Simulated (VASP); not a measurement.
Input of a VASP 6.6.1 run:

The input INCAR:

```
SYSTEM = Na4H
PREC = Accurate
ENCUT = 400
EDIFF = 1E-6
ISMEAR = 0
SIGMA = 0.1
LREAL = .False.
LASPH = .True.
NELM = 120
ALGO = Normal
ISIF = 2
LWAVE = .False.
LCHARG = .False.
LDIPOL = .True.
IDIPOL = 3
DIPOL = 0.5 0.5 0.310
GGA = PE
NBANDS = 40
GGA_COMPAT = .False.
NELMDL = -8
```

KPOINTS

```
Automatic mesh
0
Gamma
  4 4 1
  0 0 0
```

POSCAR

```
Na4H
1.0
    7.2665054626      0.0000000000      0.0000000000
   -2.4221684875      6.8509270508      0.0000000000
    0.0000000000      0.0000000000     20.9665384335
Na H
8 2
Direct
    0.2500000000      0.2500000000      0.1907801811
    0.2500000000      0.7500000000      0.1907801811
    0.7500000000      0.2500000000      0.1907801811
    0.7500000000      0.7500000000      0.1907801811
    0.0000000000      0.0000000000      0.3322693660
    0.0000000000      0.5000000000      0.3322693660
    0.5000000000      0.0000000000      0.3322693660
    0.5000000000      0.5000000000      0.3322693660
    0.1219409038      0.3333333333      0.5039715291
    0.2113924295      0.3333333333      0.5039715291
```

Potentials or basis: VASP PAW PBE potentials, release 64 (Na_pv, H).

Command:

```sh
$ cat potpaw_PBE.64/Na_pv/POTCAR potpaw_PBE.64/H/POTCAR > POTCAR
$ mpirun -np 1 vasp_std > vasp.out
```

(1) Predict the largest force.

(2) Estimate the band gap on the k mesh.

Results:

(1) 4.880 eV/Å.

(2) zero (bands 29 and 30 overlap by 0.77 eV).
